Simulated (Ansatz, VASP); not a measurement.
## One calculation of Cd, two programs

```xyz
1
Lattice="-1.8020 1.8020 1.8020 1.8020 -1.8020 1.8020 1.8020 1.8020 -1.8020" Properties=species:S:1:pos:R:3 pbc="T T T"
Cd    0.0000    0.0000    0.0000
```

Alike in both runs: functional PBE; k mesh 17 × 17 × 17; occupations fermi-dirac, width 0.05 eV; no spin polarisation.

Ansatz relaxed the structure, and its values are those at the end. VASP's run is a single point on that final structure, the one shown.

```csv
,VASP,Ansatz
version,VASP 6.6.1,Ansatz 0.2.0
potentials or method,"VASP PAW PBE potentials, release 64 (Cd)","PAW with Ansatz's default frozen-core files, scalar-relativistic"
plane-wave cutoff (eV),520,420
valence electrons in the cell,12,20
```

```tsv
	VASP	Ansatz	Ansatz less VASP
pressure (GPa)	0.2	0.0	-0.20
```

The functional is the same, so the differences come from potentials, cutoffs and numerics. VASP's potentials hold 12 valence electrons a cell and Ansatz's 20, so a difference there can come from the potentials and not from the codes.
